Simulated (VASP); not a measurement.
# In (C2/m) in VASP: notebook

The runs below take In through single point, relaxation of cell and atoms, with PBE.

Everything below comes from runs of VASP 6.6.1. Logs are shortened: lines on timing, memory, paths and dates and some standing lists are left out, and cuts for length are marked.

### 1 The cell of the first run

It takes space group C2/m (No. 12, monoclinic). The conventional cell has a = 6.000 Å, b = 3.760 Å, c = 5.114 Å, α = 90.00°, β = 104.76°, γ = 90.00°. In (site symmetry m) has 12 In at 3.17 to 3.76 Å within 4.2 Å.

### 2 Single point, PBE

File INCAR:

```
SYSTEM = In
PREC = Accurate
ENCUT = 520
EDIFF = 1E-6
ISMEAR = 0
SIGMA = 0.1
LREAL = .FALSE.
LASPH = .TRUE.
NELM = 80
ALGO = Fast
ISIF = 2
LWAVE = .FALSE.
LCHARG = .FALSE.
GGA = PE
NBANDS = 20
```

File KPOINTS:

```
Automatic mesh
0
G
  6 6 4
  0 0 0
```

File POSCAR:

```
In
1.0
    2.9860713073     -1.8800837954      0.2881323289
    2.9860713073      1.8800837954      0.2881323289
   -1.7722314161      0.0000000000      4.7971317168
In
2
Direct
    0.2504265840      0.2504265840      0.2499937499
    0.7495734160      0.7495734160      0.7500062501
```

Potentials or basis: VASP PAW PBE potentials, release 64 (In_d).

Launch:

```sh
$ cat potpaw_PBE.64/In_d/POTCAR > POTCAR
$ mpirun -np 1 vasp_std > vasp.out
```

OUTCAR:

```text
SYSTEM = In
   PREC = Accurate
   ENCUT = 520
   EDIFF = 1E-6
   ISMEAR = 0
   LREAL = .FALSE.
   LASPH = .TRUE.
   NELM = 80
   ISIF = 2
   GGA = PE

 ion  position               nearest neighbor table
   1  0.250  0.250  0.250-   2 3.17   2 3.17   2 3.17   2 3.17   2 3.41   2 3.41
   2  0.750  0.750  0.750-   1 3.17   1 3.17   1 3.17   1 3.17   1 3.41   1 3.41

  LATTYP: Found a base centered monoclinic cell.
 ALAT       =     5.9998806959
 B/A-ratio  =     0.6267070599
 C/A-ratio  =     0.8523548589
 COS(beta)  =    -0.2548466559

  Lattice vectors:

 A1 = (   2.9860713073,  -1.8800837954,   0.2881323289)
 A2 = (   2.9860713073,   1.8800837954,   0.2881323289)
 A3 = (  -1.7722314161,   0.0000000000,   4.7971317168)

Analysis of symmetry for initial positions (statically):
=====================================================================
 Subroutine PRICEL returns:
 Original cell was already a primitive cell.

 Routine SETGRP: Setting up the symmetry group for a
 base centered monoclinic supercell.

 Subroutine GETGRP returns: Found  4 space group operations
 (whereof  4 operations were pure point group operations)
 out of a pool of  4 trial point group operations.

The static configuration has the point symmetry C_2h.

Analysis of symmetry for dynamics (positions and initial velocities):
=====================================================================
 Subroutine PRICEL returns:
 Original cell was already a primitive cell.

 Routine SETGRP: Setting up the symmetry group for a
 base centered monoclinic supercell.

 Subroutine GETGRP returns: Found  4 space group operations
 (whereof  4 operations were pure point group operations)
 out of a pool of  4 trial point group operations.

The dynamic configuration has the point symmetry C_2h.

 Subroutine INISYM returns: Found  4 space group operations
 (whereof  4 operations are pure point group operations),
 and found     1 'primitive' translations

----------------------------------------------------------------------------------------

                                     Primitive cell

  volume of cell :      55.7829

  direct lattice vectors                    reciprocal lattice vectors
     2.986071307 -1.880083795  0.288132329     0.161680564 -0.265945593  0.059730562
     2.986071307  1.880083795  0.288132329     0.161680564  0.265945593  0.059730562
    -1.772231416  0.000000000  4.797131717    -0.019422188  0.000000000  0.201282651

  length of vectors
     3.540389409  3.540389409  5.114027464     0.316915452  0.316915452  0.202217524

  position of ions in fractional coordinates (direct lattice)
     0.250426584  0.250426584  0.249993750
     0.749573416  0.749573416  0.750006250

  ion indices of the primitive-cell ions
   primitive index   ion index
                 1           1
                 2           2

----------------------------------------------------------------------------------------

 KPOINTS: Automatic mesh

Automatic generation of k-mesh.
 Grid dimensions read from file:
 generate k-points for:    6    6    4

 Generating k-lattice:

  Cartesian coordinates                     Fractional coordinates (reciprocal lattice)
     0.026946761 -0.044324266  0.009955094     0.166666667 -0.000000000 -0.000000000
     0.026946761  0.044324266  0.009955094    -0.000000000  0.166666667 -0.000000000
    -0.004855547  0.000000000  0.050320663    -0.000000000 -0.000000000  0.250000000

  Length of vectors
     0.052819242  0.052819242  0.050554381

  Shift w.r.t. Gamma in fractional coordinates (k-lattice)
     0.000000000  0.000000000  0.000000000

 Subroutine IBZKPT returns following result:
 ===========================================

 Found     47 irreducible k-points:

 Following reciprocal coordinates:
            Coordinates               Weight
  0.000000  0.000000  0.000000      1.000000
  0.166667  0.000000 -0.000000      4.000000
  0.333333 -0.000000  0.000000      4.000000
  0.500000  0.000000  0.000000      2.000000
  0.166667  0.166667  0.000000      2.000000
  0.333333  0.166667  0.000000      4.000000
[... 16 lines left out ...]
 -0.333333  0.166667  0.250000      4.000000
 -0.166667  0.166667  0.250000      4.000000
 [... further k-points ...]
   k-points           NKPTS =     47   k-points in BZ     NKDIM =     47   number of bands    NBANDS=     20
   number of dos      NEDOS =    301   number of ions     NIONS =      2
   total plane-waves  NPLWV =  31360
   dimension x,y,z NGX =    28 NGY =   28 NGZ =   40
   dimension x,y,z NGXF=    56 NGYF=   56 NGZF=   80
   ions per type =               2
   NGX,Y,Z   is equivalent  to a cutoff of  13.15, 13.15, 13.00 a.u.
   NGXF,Y,Z  is equivalent  to a cutoff of  26.30, 26.30, 26.01 a.u.
 SYSTEM =  In
   PREC   = accura    normal or accurate (medium, high low for compatibility)
   ISTART =      0    job   : 0-new  1-cont  2-samecut
   ICHARG =      2    charge: 1-file 2-atom 10-const
[... 76 lines left out ...]
  band No.  band energies     occupation
      1      -7.9256      2.00000
      2      -7.8296      2.00000
      3      -7.8282      2.00000
      4      -7.8099      2.00000
      5      -7.7234      2.00000
      6      -7.6690      2.00000
[... 12 lines left out ...]
     19      16.1314      0.00000
     20      17.6121      0.00000

 k-point     3 :       0.3333   -0.0000    0.0000
  band No.  band energies     occupation
      1      -7.8674      2.00000
      2      -7.8158      2.00000
      3      -7.7738      2.00000
      4      -7.7190      2.00000
      5      -7.6927      2.00000
      6      -7.6655      2.00000
[... 12 lines left out ...]
     19      15.1990      0.00000
     20      15.6301      0.00000

 k-point     4 :       0.5000    0.0000    0.0000
  band No.  band energies     occupation
      1      -7.8075      2.00000
      2      -7.8067      2.00000
      3      -7.7422      2.00000
      4      -7.7411      2.00000
      5      -7.6541      2.00000
      6      -7.6520      2.00000
[... 12 lines left out ...]
     19      14.9235      0.00000
     20      14.9391      0.00000

 k-point     5 :       0.1667    0.1667    0.0000
  band No.  band energies     occupation
      1      -7.9500      2.00000
      2      -7.8541      2.00000
      3      -7.8513      2.00000
      4      -7.7734      2.00000
      5      -7.7512      2.00000
      6      -7.6405      2.00000
[... 12 lines left out ...]
     19      15.9338      0.00000
     20      18.4925      0.00000

 k-point     6 :       0.3333    0.1667    0.0000
  band No.  band energies     occupation
      1      -7.9352      2.00000
      2      -7.8312      2.00000
      3      -7.8263      2.00000
      4      -7.7832      2.00000
      5      -7.7162      2.00000
      6      -7.6342      2.00000
[... 12 lines left out ...]
     19      15.1232      0.00000
     20      17.4313      0.00000

 k-point     7 :       0.5000    0.1667    0.0000
  band No.  band energies     occupation
      1      -7.8714      2.00000
      2      -7.7989      2.00000
      3      -7.7939      2.00000
      4      -7.7531      2.00000
      5      -7.7094      2.00000
      6      -7.6475      2.00000
[... 12 lines left out ...]
     19      16.4202      0.00000
     20      18.4052      0.00000
[... 277 lines left out ...]
 k-point    20 :       0.1667    0.1667    0.2500
  band No.  band energies     occupation
      1      -7.8716      2.00000
      2      -7.8249      2.00000
      3      -7.8127      2.00000
      4      -7.7389      2.00000
      5      -7.7381      2.00000
      6      -7.6798      2.00000
[... 12 lines left out ...]
     19      16.0479      0.00000
     20      17.9471      0.00000

 k-point    21 :       0.3333    0.1667    0.2500
  band No.  band energies     occupation
      1      -7.9315      2.00000
      2      -7.8356      2.00000
      3      -7.7745      2.00000
      4      -7.7670      2.00000
      5      -7.6939      2.00000
      6      -7.6514      2.00000
[... 12 lines left out ...]
     19      15.6822      0.00000
     20      16.4439      0.00000

 k-point    22 :       0.5000    0.1667    0.2500
  band No.  band energies     occupation
      1      -7.9575      2.00000
      2      -7.8446      2.00000
      3      -7.7998      2.00000
      4      -7.7447      2.00000
      5      -7.6858      2.00000
      6      -7.6430      2.00000
[... 12 lines left out ...]
     19      15.7489      0.00000
     20      17.0000      0.00000

 k-point    23 :      -0.3333    0.1667    0.2500
  band No.  band energies     occupation
      1      -7.9098      2.00000
      2      -7.8389      2.00000
      3      -7.8145      2.00000
      4      -7.8054      2.00000
      5      -7.6508      2.00000
      6      -7.6341      2.00000
[... 12 lines left out ...]
     19      17.1897      0.00000
     20      17.5438      0.00000

 k-point    24 :      -0.1667    0.1667    0.2500
  band No.  band energies     occupation
      1      -7.9073      2.00000
      2      -7.8294      2.00000
      3      -7.7943      2.00000
      4      -7.7602      2.00000
      5      -7.6645      2.00000
      6      -7.6545      2.00000
[... 12 lines left out ...]
     19      17.5293      0.00000
     20      17.9546      0.00000

 [... further k-points ...]
[... 5 lines left out ...]
  --------------------------------------------------------------------------------------
  -------------------------------------------------------------------------------------
  Total       -0.0217106     -0.0213802      0.0278302      0.0000000      0.0000000      0.0001993
  in kB       -0.6235657     -0.6140744      0.7993309      0.0000000      0.0000000      0.0057245
  external PRESSURE =      -0.1461031 kB  Pullay stress =       0.0000000 kB

 VOLUME and BASIS-vectors are now :
 -----------------------------------------------------------------------------
  energy-cutoff  :      520.00
  volume of cell :       55.78
      direct lattice vectors                 reciprocal lattice vectors
     2.986071307 -1.880083795  0.288132329     0.161680564 -0.265945593  0.059730562
     2.986071307  1.880083795  0.288132329     0.161680564  0.265945593  0.059730562
    -1.772231416  0.000000000  4.797131717    -0.019422188  0.000000000  0.201282651

 POSITION                                       TOTAL-FORCE (eV/Angst)
 -----------------------------------------------------------------------------------
      1.05254      0.00000      1.34356        -0.002225      0.000000      0.001567
      3.14737      0.00000      4.02983         0.002225      0.000000     -0.001567
 -----------------------------------------------------------------------------------
    total drift:                                0.000000      0.000000      0.000000

  FREE ENERGIE OF THE ION-ELECTRON SYSTEM (eV)
  ---------------------------------------------------
  free  energy   TOTEN  =        -5.0906900821 eV

  energy  without entropy=       -5.0872396034  energy(sigma->0) =       -5.08896484
```

It took 22 s on 1 thread of Intel Xeon 6975P-C (Granite Rapids), shared host; peak memory 0.19 GiB.

What came out:

```yaml
Free_energy: -5.0907 eV
Pressure: 0.0 GPa
Band_gap_on_the_k_mesh: zero (band 13 reaches 12.59 eV, above the bottom of band 14 at 4.40 eV)
```

Forces in eV/Å, atoms in the order of the input:
```
In  -0.002  0.000  0.002
In   0.002  0.000 -0.002
```

Levels at points of the mesh, in eV from the Fermi level:
```csv
k point,band 10,band 11,band 12,band 13,band 14,band 15,band 16,band 17
"(0.00, 0.00, 0.00)",-14.31,-9.26,-2.51,-2.48,4.85,6.46,8.30,9.03
"(0.50, 0.00, 0.00)",-14.51,-5.24,-5.23,0.42,0.43,2.86,2.87,4.64
"(0.50, 0.50, 0.00)",-14.30,-5.09,-3.42,-1.04,-0.79,1.45,4.13,4.89
"(0.00, 0.00, 0.50)",-14.56,-7.60,-7.59,5.66,5.66,6.41,6.43,7.20
"(0.50, 0.00, 0.50)",-14.35,-4.76,-3.36,-3.00,-2.53,3.01,6.38,6.48
"(0.50, 0.50, 0.50)",-14.49,-4.42,-4.41,-0.79,-0.78,3.41,3.41,4.48
```

Caveat: spin-orbit coupling is left out, which moves the levels of the heavy elements.

### 3 Single point, PBE

This run uses another cell than the first one, of 30.67 Å³/atom, 1.099 times its volume.

File INCAR:

```
SYSTEM = In
PREC = Accurate
ENCUT = 520
EDIFF = 1E-6
ISMEAR = 0
SIGMA = 0.1
LREAL = .False.
LASPH = .True.
NELM = 100
ALGO = Normal
ISIF = 2
LWAVE = .False.
LCHARG = .False.
GGA = PE
NBANDS = 20
```

File KPOINTS:

```
Automatic mesh
0
Gamma
  6 6 4
  0 0 0
```

File POSCAR:

```
In
1.0
    3.2656820257     -2.0725566660      0.0000000000
    3.2656820257      2.0725566660      0.0000000000
   -2.3753590686      0.0000000000      4.5307212939
In
2
Direct
    0.0640000000      0.0640000000      0.1530000000
    0.9360000000      0.9360000000      0.8470000000
```

Potentials or basis: VASP PAW PBE potentials, release 64 (In_d).

Launch:

```sh
$ cat potpaw_PBE.64/In_d/POTCAR > POTCAR
$ mpirun -np 1 vasp_std > vasp.out
```

It took 21 s on 1 thread of Intel Xeon 6975P-C (Granite Rapids), shared host; peak memory 0.19 GiB.

The run converged. Its results:

```
Free energy            : 26.2532 eV
Pressure               : 60.7 GPa
Largest force          : 53.019 eV/Å
Band gap on the k mesh : zero (band 13 reaches 7.90 eV, above the bottom of band 14 at 4.75 eV)
```

Forces in eV/Å, atoms in the order of the input:
```
In    4.177   0.000  52.855
In   -4.177   0.000 -52.855
```

Stress tensor (GPa, compression positive):
```
 -4.45   0.00  15.01
  0.00  -3.89   0.00
 15.01   0.00 190.39
```

Levels at points of the mesh, in eV from the Fermi level:
```
           k point  band 11  band 12  band 13  band 14  band 15  band 16
(0.00, 0.00, 0.00)    -8.17    -0.42     1.21     2.65     3.10     7.44
(0.50, 0.00, 0.00)    -5.76    -3.54    -0.09     1.80     2.21     5.89
(0.50, 0.50, 0.00)    -4.68    -3.10    -1.31    -0.10     1.54     4.15
(0.00, 0.00, 0.50)    -7.25    -4.43     2.08     2.81     6.81     7.62
(0.50, 0.00, 0.50)    -5.41    -3.32    -1.32     1.13     1.34     5.28
(0.50, 0.50, 0.50)    -5.29    -3.45     0.67     0.71     2.73     5.22
```

Caveat: spin-orbit coupling is left out, which moves the levels of the heavy elements; forces of over 1 eV/Å act on the atoms, so gaps and moduli don't describe the material at rest.

### 4 Relaxation of cell and atoms, PBE

This run uses another cell than the first one, of 30.67 Å³/atom, 1.099 times its volume.

File INCAR:

```
SYSTEM = In
PREC = Accurate
ENCUT = 600
EDIFF = 1E-6
ISMEAR = 0
SIGMA = 0.1
LREAL = .FALSE.
LASPH = .TRUE.
NELM = 60
ALGO = Fast
ISIF = 3
LWAVE = .FALSE.
LCHARG = .FALSE.
GGA = PE
IBRION = 2
NSW = 90
EDIFFG = -0.04
```

File KPOINTS:

```
Automatic mesh
0
G
  6 6 4
  0 0 0
```

POSCAR is that of step 3.

Launch:

```sh
$ cat potpaw_PBE.64/In_d/POTCAR > POTCAR
$ mpirun -np 1 vasp_std > vasp.out
```

Wall time 28 min (1 thread of Intel Xeon 6975P-C (Granite Rapids), shared host); peak memory 0.26 GiB.

Results (log left out):

```yaml
Free_energy: -5.1808 eV
Relaxed_volume: 27.09 Å³/atom
Relaxed_cell: a = 3.344 Å, b = 3.344 Å, c = 6.954 Å, α = 120.94°, β = 120.94°, γ = 60.02°
Space_group_after_relaxing_to_0.05_Å: C2/m (No. 12)
Energy_gained_by_relaxing: 15716.2 meV/atom
Ionic_steps: 44
Pressure_after_relaxing: 0.1 GPa
Largest_force_after_relaxing: 0.028 eV/Å
Band_gap_on_the_k_mesh: zero (band 13 reaches 10.11 eV, above the bottom of band 14 at 4.92 eV)
```

Forces in eV/Å, atoms in the order of the input:
```
In   0.015  0.000 -0.024
In  -0.015  0.000  0.024
```

Stress tensor (GPa, compression positive):
```
 0.00  0.00 -0.11
 0.00 -0.01  0.00
-0.11  0.00  0.21
```

Step by step:
```
step  energy change (eV)  largest force (eV/Å)  pressure (GPa)  volume (Å³)
   1              0.0000               53.0227           60.60        61.33
   3            496.9913                3.7758          -33.29       332.84
   5            101.9771                1.3441         -124.36       219.69
   7             19.2639               19.0135          -52.82       174.36
   9             16.5523               53.0620          -32.17       170.04
  11             19.9927                0.2904          -75.61       175.44
  13             -6.9376                2.8219           14.64        64.85
  15            -30.3432                3.5149            9.30        55.30
  17            -30.6089                2.8279            8.55        52.61
  19            -31.2084                0.3710            0.81        55.96
  21            -31.2226                0.0092            0.22        56.70
  23            -31.2527                0.0709            0.05        56.78
  25            -31.3535                0.2566           -0.93        56.69
  27            -31.3568                0.2574           -0.90        56.62
  29            -31.3664                0.2290           -0.03        55.26
  31            -31.3810                0.0573            0.59        54.29
  33            -31.3885                0.1952           -0.77        56.51
  35            -31.3967                0.1672           -0.59        55.80
  37            -31.3980                0.2588           -0.54        55.73
  39            -31.4061                0.2113           -0.30        55.21
  41            -31.4227                0.1551            0.62        53.60
  43            -31.4315                0.0311            0.39        53.84
  44            -31.4324                0.0282            0.07        54.19
```

Final structure:
```
CELL_PARAMETERS angstrom
2.89530 -1.67231 0.01844
2.89530 1.67231 0.01844
-4.16398 0.00000 5.56942
ATOMIC_POSITIONS crystal
In 0.48923 0.48923 0.25127
In 0.51077 0.51077 0.74873
```

Levels at points of the mesh, in eV from the Fermi level:
```
           k point  band 9  band 10  band 11  band 12  band 13  band 14  band 15  band 16  band 17
(0.00, 0.00, 0.00)  -14.25   -14.21    -9.22    -4.47    -3.23     8.38     8.80     9.83    10.19
(0.50, 0.00, 0.00)  -14.19   -14.18    -4.02    -3.08    -2.25    -2.12     4.10     4.35     7.45
(0.50, 0.50, 0.00)  -14.19   -14.18    -4.34    -3.21    -1.78    -1.68     3.27     4.25     6.54
(0.00, 0.00, 0.50)  -14.31   -14.30    -7.95    -7.89     2.73     2.79     9.16     9.52     9.58
(0.50, 0.00, 0.50)  -14.20   -14.20    -4.29    -4.17    -0.44    -0.43     2.62     2.90     5.57
(0.50, 0.50, 0.50)  -14.20   -14.19    -4.23    -4.05    -0.96    -0.87     3.29     3.73     5.72
```

Caveat: spin-orbit coupling is left out, which moves the levels of the heavy elements.

### 5 Overview

| task | cell | cutoff (eV) | gap on the mesh (eV) | pressure (GPa) | largest force (eV/Å) |
| --- | --- | --- | --- | --- | --- |
| single point | a = 3.540, b = 3.540, c = 5.114 Å, angles 102.5, 102.5, 64.2°, 2 atoms | 520 | none | 0.0 | - |
| single point | a = 3.868, b = 3.868, c = 5.116 Å, angles 113.1, 113.1, 64.8°, 2 atoms | 520 | none | 60.7 | 53.02 |
| relaxation of cell and atoms | relaxed from a = 3.868, b = 3.868, c = 5.116 Å, angles 113.1, 113.1, 64.8°, 2 atoms | 600 | none | 0.1 | 0.03 |

Alike in all rows: level PBE; potentials or basis VASP PAW PBE potentials, release 64 (In_d); no spin polarisation; k mesh 6 × 6 × 4; smearing gaussian 0.1 eV.

Caveats: spin-orbit coupling is left out, which moves the levels of the heavy elements; forces of over 1 eV/Å act on the atoms, so gaps and moduli don't describe the material at rest (some runs).

Total energies depend on the potentials used, so only differences within one code and one set of settings carry meaning.
